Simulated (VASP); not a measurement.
Input of a VASP 6.6.1 run:

Contents of INCAR:

```
SYSTEM = Te
PREC = Accurate
ENCUT = 520
EDIFF = 1E-6
ISMEAR = -1
SIGMA = 0.1
LREAL = .FALSE.
LASPH = .TRUE.
NELM = 60
ALGO = Normal
ISIF = 2
LWAVE = .FALSE.
LCHARG = .FALSE.
GGA = B5
ALDAX = 1.0
AGGAX = 1.0
AGGAC = 1.0
ALDAC = 0.0
NBANDS = 9
```

Contents of KPOINTS:

```
regular mesh
0
G
  13 13 13
  0 0 0
```

The input POSCAR:

```
Te
1.0
   -2.0785483440      2.0785483440      2.0785483440
    2.0785483440     -2.0785483440      2.0785483440
    2.0785483440      2.0785483440     -2.0785483440
Te
1
Direct
    0.0000000000      0.0000000000      0.0000000000
```

Potentials or basis: VASP PAW PBE potentials, release 64 (Te).

Command:

```console
$ cat potpaw_PBE.64/Te/POTCAR > POTCAR
$ mpirun -np 1 vasp_std > vasp.out
```

Question: Predict the band gap on the k mesh.

Answer: Zero (band 3 reaches 7.21 eV, above the bottom of band 4 at 3.20 eV).

Question: Predict the pressure.

Answer: -3.3 GPa.

Caveat: the PAW data sets were made with another functional, which shifts forces and pressure a little; spin-orbit coupling is left out, which moves the levels of the heavy elements.
